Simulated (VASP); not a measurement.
Set up this calculation in VASP 6.6.1, as the native input.

```
Task                   : electric field gradients
Functional             : PBEsol
Potentials or basis    : VASP PAW PBE potentials, release 64 (Au_sv_GW)
Cutoff                 : 400 eV
k mesh                 : 14 × 14 × 8
Occupations            : fermi-dirac, width 0.03 eV
Spin                   : no spin polarisation
Dipole correction      : no
Second run             : valence_matched
Further INCAR settings : ALGO = Normal; EDIFF = 1e-08; NBANDS = 26
```

The structure of Au lies in POSCAR:

```
Au
1.0
    2.8999984104      0.0000000000      0.0000000000
   -1.4499992052      2.5114722944      0.0000000000
    0.0000000000      0.0000000000      4.8800000000
Au
2
Direct
    0.3333333333      0.6666666667      0.7500000000
    0.6666666667      0.3333333333      0.2500000000
```

One way to write it, as run:

INCAR

```
PREC = Accurate
ENCUT = 400
EDIFF = 1E-8
ISMEAR = -1
SIGMA = 0.03
LREAL = F
LASPH = T
NELM = 120
ALGO = Normal
ISIF = 2
LWAVE = F
LCHARG = F
GGA = PS
LEFG = T
NBANDS = 26
GGA_COMPAT = F
```

KPOINTS

```
regular mesh
0
Gamma
  14 14 8
```

Potentials or basis: VASP PAW PBE potentials, release 64 (Au_sv_GW).

Launch:

```bash
$ cat potpaw_PBE.64/Au_sv_GW/POTCAR > POTCAR
$ mpirun -np 1 vasp_std > vasp.out
```

It gave:

```yaml
Pressure: -10.2 GPa
Band_gap_on_the_k_mesh: zero (band 19 reaches 11.72 eV, above the bottom of band 20 at 5.40 eV)
```

Caveat: without QUAD_EFG the Cq values of the log hold for a quadrupole moment of 1 mb, not for the nuclei; the PAW data sets were made with another functional, which shifts forces and pressure a little; spin-orbit coupling is left out, which moves the levels of the heavy elements.

Wall time 35 s on 1 thread of Intel(R) Xeon(R) 6975P-C (Granite Rapids) (shared host), peak memory 0.18 GiB.
